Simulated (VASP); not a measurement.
# H4C10Cl in VASP: single point with PBE

Aim: the single point of H4C10Cl with PBE.

Everything below comes from runs of VASP 6.6.1. Logs are shortened: lines on timing, memory, paths and dates and some standing lists are left out, and cuts for length are marked.

**1. The cell of the first run**

The cell holds a slab with vacuum, 30 atoms: a = 5.049 Å, b = 5.049 Å, c = 16.165 Å, α = 90.00°, β = 90.00°, γ = 90.00°.

**2. Single point, PBE**

Input file INCAR:

```
SYSTEM = H4C10Cl
PREC     = Accurate       ! precision mode
ENCUT    = 520            ! plane-wave cutoff, eV
EDIFF    = 1E-6           ! SCF threshold, eV
ISMEAR   = 0              ! smearing method
SIGMA    = 0.02           ! smearing width, eV
LREAL    = Auto         
LASPH    = .TRUE.         ! aspherical terms in the spheres
NELM     = 60             ! most SCF steps
ALGO     = Normal         ! electronic algorithm
ISIF     = 2              ! what is computed and relaxed
LWAVE    = .FALSE.        ! write WAVECAR
LCHARG   = .FALSE.        ! write CHGCAR
GGA      = PE             ! functional
NBANDS   = 72             ! bands
```

Input file KPOINTS:

```
regular mesh
0
G
  2 2 1
  0 0 0
```

Input file POSCAR:

```
H4C10Cl
1.0
    5.0487420000      0.0000000000      0.0000000000
    0.0000000000      5.0487420000      0.0000000000
    0.0000000000      0.0000000000     16.1647000000
H C Cl
8 20 2
Direct
    0.4277868000      0.0000000000      0.0618632000
    0.0722132000      0.0000000000      0.0618632000
    0.9277868000      0.0000000000      0.0618632000
    0.5722132000      0.0000000000      0.0618632000
    0.4277868000      0.5000000000      0.0618632000
    0.0722132000      0.5000000000      0.0618632000
    0.9277868000      0.5000000000      0.0618632000
    0.5722132000      0.5000000000      0.0618632000
    0.2500000000      0.0000000000      0.1011278000
    0.7500000000      0.0000000000      0.1011278000
    0.2500000000      0.5000000000      0.1011278000
    0.7500000000      0.5000000000      0.1011278000
    0.2500000000      0.2500000000      0.1563407000
    0.7500000000      0.2500000000      0.1563407000
    0.2500000000      0.7500000000      0.1563407000
    0.7500000000      0.7500000000      0.1563407000
    0.0028230382      0.2500372330      0.2066129088
    0.4971785774      0.2500380383      0.2066137888
   -0.0004558563      0.7501340319      0.2172182113
    0.5004488562      0.7501347273      0.2172193447
   -0.0006361741      0.0154235847      0.2694022013
    0.5006044703      0.0154176384      0.2694071877
    0.0004178662      0.4854699471      0.2693739891
    0.4995846428      0.4854838756      0.2693713262
    0.2499767181      0.1024745138      0.3149315882
    0.7499811841      0.1130656983      0.3109550163
    0.2500085727      0.4042951781      0.3146690847
    0.7499923264      0.3876371784      0.3103210190
    0.2486393562      0.7985818061      0.5085453400
    0.2497918011      1.1982314107      0.4225251470
```

Potentials or basis: VASP PAW PBE potentials, release 64 (H, C, Cl).

Started as:

```console
> cat potpaw_PBE.64/H/POTCAR potpaw_PBE.64/C/POTCAR potpaw_PBE.64/Cl/POTCAR > POTCAR
> mpirun -np 1 vasp_std > vasp.out
```

OUTCAR:

```text
SYSTEM = H4C10Cl
   PREC = Accurate
   ENCUT = 520
   EDIFF = 1E-6
   ISMEAR = 0
   LREAL = Auto
   LASPH = .TRUE.
   NELM = 60
   ISIF = 2
   GGA = PE

 ion  position               nearest neighbor table
   1  0.428  0.000  0.062-   4 0.73   9 1.10
   2  0.072  0.000  0.062-   3 0.73   9 1.10
   3  0.928  0.000  0.062-   2 0.73  10 1.10
   4  0.572  0.000  0.062-   1 0.73  10 1.10
   5  0.428  0.500  0.062-   8 0.73  11 1.10
   6  0.072  0.500  0.062-   7 0.73  11 1.10
   7  0.928  0.500  0.062-   6 0.73  12 1.10
   8  0.572  0.500  0.062-   5 0.73  12 1.10
   9  0.250  0.000  0.101-   1 1.10   2 1.10  13 1.55  15 1.55
  10  0.750  0.000  0.101-   3 1.10   4 1.10  14 1.55  16 1.55
  11  0.250  0.500  0.101-   5 1.10   6 1.10  13 1.55  15 1.55
  12  0.750  0.500  0.101-   7 1.10   8 1.10  14 1.55  16 1.55
  13  0.250  0.250  0.156-  17 1.49  18 1.49   9 1.55  11 1.55
  14  0.750  0.250  0.156-  17 1.51  18 1.51  10 1.55  12 1.55
[... 9 lines left out ...]
  24  0.500  0.485  0.269-  28 1.51  27 1.51  18 1.56  20 1.58
  25  0.250  0.102  0.315-  27 1.52  21 1.53  22 1.53  30 1.81
  26  0.750  0.113  0.311-  28 1.39  22 1.51  21 1.51
  27  0.250  0.404  0.315-  24 1.51  23 1.51  25 1.52  30 2.03
  28  0.750  0.388  0.310-  26 1.39  24 1.51  23 1.51
  29  0.249  0.799  0.509-  30 2.45
  30  0.250  0.198  0.423-  25 1.81  27 2.03  29 2.45

  LATTYP: Found a simple tetragonal cell.
 ALAT       =     5.0487420000
 C/A-ratio  =     3.2017282721

  Lattice vectors:

 A1 = (   5.0487420000,   0.0000000000,   0.0000000000)
 A2 = (   0.0000000000,   5.0487420000,   0.0000000000)
 A3 = (   0.0000000000,   0.0000000000,  16.1647000000)

Analysis of symmetry for initial positions (statically):
=====================================================================
 Subroutine PRICEL returns:
 Original cell was already a primitive cell.

 Routine SETGRP: Setting up the symmetry group for a
 simple tetragonal supercell.

 Subroutine GETGRP returns: Found  1 space group operations
 (whereof  1 operations were pure point group operations)
 out of a pool of 16 trial point group operations.

The static configuration has the point symmetry C_1 .

Analysis of symmetry for dynamics (positions and initial velocities):
=====================================================================
 Subroutine PRICEL returns:
 Original cell was already a primitive cell.

 Routine SETGRP: Setting up the symmetry group for a
 simple tetragonal supercell.

 Subroutine GETGRP returns: Found  1 space group operations
 (whereof  1 operations were pure point group operations)
 out of a pool of 16 trial point group operations.

The dynamic configuration has the point symmetry C_1 .

 Subroutine INISYM returns: Found  1 space group operations
 (whereof  1 operations are pure point group operations),
 and found     1 'primitive' translations

----------------------------------------------------------------------------------------

                                     Primitive cell

  volume of cell :     412.0349

  direct lattice vectors                    reciprocal lattice vectors
     5.048742000  0.000000000  0.000000000     0.198069143  0.000000000  0.000000000
     0.000000000  5.048742000  0.000000000     0.000000000  0.198069143  0.000000000
     0.000000000  0.000000000 16.164700000     0.000000000  0.000000000  0.061863196

  length of vectors
     5.048742000  5.048742000 16.164700000     0.198069143  0.198069143  0.061863196

  position of ions in fractional coordinates (direct lattice)
     0.427786800  0.000000000  0.061863200
     0.072213200  0.000000000  0.061863200
     0.927786800  0.000000000  0.061863200
     0.572213200  0.000000000  0.061863200
     0.427786800  0.500000000  0.061863200
     0.072213200  0.500000000  0.061863200
[... 22 lines left out ...]
     0.248639356  0.798581806  0.508545340
     0.249791801  0.198231411  0.422525147

  ion indices of the primitive-cell ions
   primitive index   ion index
                 1           1
                 2           2
                 3           3
                 4           4
                 5           5
                 6           6
[... 22 lines left out ...]
                29          29
                30          30

----------------------------------------------------------------------------------------

 KPOINTS: regular mesh

Automatic generation of k-mesh.
 Grid dimensions read from file:
 generate k-points for:    2    2    1

 Generating k-lattice:

  Cartesian coordinates                     Fractional coordinates (reciprocal lattice)
     0.099034571  0.000000000  0.000000000     0.500000000  0.000000000  0.000000000
     0.000000000  0.099034571  0.000000000     0.000000000  0.500000000  0.000000000
     0.000000000  0.000000000  0.061863196     0.000000000  0.000000000  1.000000000

  Length of vectors
     0.099034571  0.099034571  0.061863196

  Shift w.r.t. Gamma in fractional coordinates (k-lattice)
     0.000000000  0.000000000  0.000000000

 Subroutine IBZKPT returns following result:
 ===========================================

 Found      4 irreducible k-points:

 Following reciprocal coordinates:
            Coordinates               Weight
  0.000000  0.000000  0.000000      1.000000
  0.500000  0.000000  0.000000      1.000000
  0.000000  0.500000  0.000000      1.000000
  0.500000  0.500000  0.000000      1.000000
   k-points           NKPTS =      4   k-points in BZ     NKDIM =      4   number of bands    NBANDS=     72
   number of dos      NEDOS =    301   number of ions     NIONS =     30
   total plane-waves  NPLWV = 192000
   dimension x,y,z NGX =    40 NGY =   40 NGZ =  120
   dimension x,y,z NGXF=    80 NGYF=   80 NGZF=  240
   ions per type =               8  20   2
   NGX,Y,Z   is equivalent  to a cutoff of  13.17, 13.17, 12.34 a.u.
   NGXF,Y,Z  is equivalent  to a cutoff of  26.34, 26.34, 24.68 a.u.
 SYSTEM =  H4C10Cl
   PREC   = accura    normal or accurate (medium, high low for compatibility)
   ISTART =      0    job   : 0-new  1-cont  2-samecut
   ICHARG =      2    charge: 1-file 2-atom 10-const
   ISPIN  =      1    spin polarized calculation?
   LNONCOLLINEAR =      F non collinear calculations
   LSORBIT =      F    spin-orbit coupling
   LASPH  =      T    aspherical Exc in radial PAW
   ENCUT  =  520.0 eV  38.22 Ry    6.18 a.u.   9.39  9.39 30.06*2*pi/ulx,y,z
   NELM   =     60;   NELMIN=  2; NELMDL= -5     # of ELM steps
   EDIFF  = 0.1E-05   stopping-criterion for ELM
   LREAL  =      T    real-space projection
   EDIFFG = 0.1E-04   stopping-criterion for IOM
   NSW    =      0    number of steps for IOM
   IBRION =     -1    ionic relax: 0-MD 1-quasi-New 2-CG
   NFREE  =      0    steps in history (QN), initial steepest desc. (CG)
   ISIF   =      2    stress and relaxation
   ISYM   =      2    0-nonsym 1-usesym 2-fastsym
   POTIM  = 0.5000    time-step for ionic-motion
   TEBEG  =    0.0;   TEEND  =   0.0 temperature during run
   PSTRESS=    0.0 pullay stress
   NELECT =     102.0000    total number of electrons
   NUPDOWN=      -1.0000    fix difference up-down
   EMIN   =  10.00;   EMAX   =-10.00  energy-range for DOS
   EFERMI =   0.00;   METHOD = LEGACY
   ISMEAR =     0;   SIGMA  =   0.02  broadening in eV -4-tet -1-fermi 0-gaus
   EFERMI_NEDOS =   21; number of points for ismear=-14 and -15
   IALGO  =     38    algorithm
   IMIX   =      4    mixing-type and parameters
     AMIX     =   0.40;   BMIX     =  1.00
     AMIX_MAG =   1.60;   BMIX_MAG =  1.00
  volume/ion in A,a.u.               =      13.73        92.68
  Fermi-wavevector in a.u.,A,eV,Ry     =   1.027930  1.942506 14.376462  1.056640
  Thomas-Fermi vector in A             =   2.161900
   LORBIT       =      0    0 simple, 1 ext, 2 COOP (PROOUT), +10 PAW based schemes
   GGA     = PE    functional components
   LHFCALC =     F    Hartree Fock is set to
   AEXX    =    0.0000 exact exchange contribution
   IVDW    =     0    specifies the selected vdW correction
   LEPSILON=     F    determine dielectric tensor
   LRPA    =     F    only Hartree local field effects (RPA)
 non-spin polarized calculation
 Gauss-broadening in eV      SIGMA  =   0.02
  energy-cutoff  :      520.00
  volume of cell :      412.03
 maximum number of plane-waves:     11113
 NGX is ok and might be reduce to    40
   NGX = 19   NGY = 19   NGZ = 61

 number of electron     102.0000004 magnetization

 Free energy of the ion-electron system (eV)
  ---------------------------------------------------
  ext. energy  EPLUGINS =         0.00000000
  ---------------------------------------------------
  free energy    TOTEN  =      -193.31294356 eV

  energy without entropy =     -193.31294356  energy(sigma->0) =     -193.31294356

 E-fermi :   0.4044     XC(G=0):  -6.2095

 val. band max:        0.2898366420   @ k =   0.0000   0.5000   0.0000
 cond. band min:       1.3731012705   @ k =   0.0000   0.5000   0.0000
 fundamental gap:      1.0832646285
 Fermi energy:         0.4044142826

 k-point     1 :       0.0000    0.0000    0.0000
  band No.  band energies     occupation
      1     -21.2460      2.00000
      2     -19.2213      2.00000
      3     -17.8032      2.00000
      4     -16.9283      2.00000
      5     -16.4217      2.00000
      6     -16.3199      2.00000
[... 55 lines left out ...]
     62       5.6905      0.00000
     63       5.9614      0.00000

 k-point     2 :       0.5000    0.0000    0.0000
  band No.  band energies     occupation
      1     -20.2407      2.00000
      2     -20.0287      2.00000
      3     -18.5419      2.00000
      4     -17.7542      2.00000
      5     -16.8785      2.00000
      6     -15.2821      2.00000
[... 55 lines left out ...]
     62       6.4038      0.00000
     63       6.4903      0.00000

 k-point     3 :       0.0000    0.5000    0.0000
  band No.  band energies     occupation
      1     -20.8452      2.00000
      2     -19.0668      2.00000
      3     -18.6641      2.00000
      4     -17.4732      2.00000
      5     -16.6035      2.00000
      6     -16.4842      2.00000
[... 55 lines left out ...]
     62       6.6413      0.00000
     63       6.6867      0.00000

 k-point     4 :       0.5000    0.5000    0.0000
  band No.  band energies     occupation
      1     -19.9263      2.00000
      2     -19.5884      2.00000
      3     -18.0814      2.00000
      4     -17.9279      2.00000
      5     -17.9243      2.00000
      6     -16.9985      2.00000
[... 55 lines left out ...]
     62       6.0796      0.00000
     63       7.2139      0.00000
 [bands above 63 left out]

------------------------ aborting loop because EDIFF is reached ----------------------------------------

  FORCE on cell =-STRESS in cart. coord.  units (eV):
  Direction    XX          YY          ZZ          XY          YZ          ZX
  --------------------------------------------------------------------------------------
  -------------------------------------------------------------------------------------
  Total       79.7652615     -4.5513711     -4.9501867     -0.0015111     -0.0436888      0.0088242
  in kB      310.1632730    -17.6977815    -19.2485561     -0.0058758     -0.1698817      0.0343125
  external PRESSURE =      91.0723118 kB  Pullay stress =       0.0000000 kB

 VOLUME and BASIS-vectors are now :
 -----------------------------------------------------------------------------
  energy-cutoff  :      520.00
  volume of cell :      412.03
      direct lattice vectors                 reciprocal lattice vectors
     5.048742000  0.000000000  0.000000000     0.198069143  0.000000000  0.000000000
     0.000000000  5.048742000  0.000000000     0.000000000  0.198069143  0.000000000
     0.000000000  0.000000000 16.164700000     0.000000000  0.000000000  0.061863196

 POSITION                                       TOTAL-FORCE (eV/Angst)
 -----------------------------------------------------------------------------------
      2.15979      0.00000      1.00000        -8.966949     -0.057740      0.053481
      0.36459      0.00000      1.00000         8.967075     -0.057769      0.053490
      4.68416      0.00000      1.00000        -8.957157     -0.047575      0.056998
      2.88896      0.00000      1.00000         8.957278     -0.047575      0.056997
      2.15979      2.52437      1.00000        -8.970867      0.061309      0.052773
      0.36459      2.52437      1.00000         8.971007      0.061332      0.052764
[... 22 lines left out ...]
      1.25532      4.03183      8.22048        -0.000437     -0.003470      0.003282
      1.26113      1.00082      6.82999         0.000483     -0.020225     -0.084667
 -----------------------------------------------------------------------------------
    total drift:                               -0.001817     -0.010202      0.026599

  FREE ENERGIE OF THE ION-ELECTRON SYSTEM (eV)
  ---------------------------------------------------
  free  energy   TOTEN  =      -193.3129435604 eV

  energy  without entropy=     -193.3129435604  energy(sigma->0) =     -193.31294356
```

Wall time 5.5 min (1 thread of AMD EPYC 7R43 (Zen 3), shared host); peak memory 0.42 GiB.

Results:

* Free energy: -193.3129 eV
* Largest force: 8.971 eV/Å
* Band gap on the k mesh: 1.08 eV, direct

Forces on the atoms (eV/Å):
```
H   -8.967 -0.058  0.053
H    8.967 -0.058  0.053
H   -8.957 -0.048  0.057
H    8.957 -0.048  0.057
H   -8.971  0.061  0.053
H    8.971  0.061  0.053
H   -8.955  0.046  0.062
H    8.955  0.046  0.062
C    0.000 -0.192  0.972
C    0.000 -0.169  1.019
C    0.000  0.189  0.972
C    0.000  0.157  1.054
C    0.000  0.019 -3.642
C    0.000 -0.073 -2.953
C    0.000  0.030  1.040
C    0.000  0.042  0.958
C   -0.012  0.001 -0.002
C    0.010  0.000 -0.002
C    0.000  0.002  0.017
C    0.000  0.003  0.016
C    0.012 -0.039 -0.010
C   -0.011 -0.039 -0.010
C   -0.001  0.043 -0.013
C    0.001  0.041 -0.012
C    0.000 -0.007  0.118
C    0.001 -0.054  0.033
C   -0.001  0.010  0.037
C    0.001  0.056  0.040
Cl   0.000 -0.003  0.003
Cl   0.000 -0.020 -0.085
```

Levels at points of the mesh, in eV from the valence-band top:
```
           k point  band 49  band 50  band 51  band 52  band 53  band 54
(0.00, 0.00, 0.00)    -0.54    -0.46    -0.10     1.29     2.38     2.86
(0.50, 0.00, 0.00)    -0.91    -0.62    -0.60     1.74     2.21     2.87
(0.00, 0.50, 0.00)    -0.52    -0.30     0.00     1.08     1.96     3.19
(0.50, 0.50, 0.00)    -0.71    -0.70    -0.50     1.64     1.90     3.19
```

Caveat: the k points lie up to 0.62 Å⁻¹ apart.
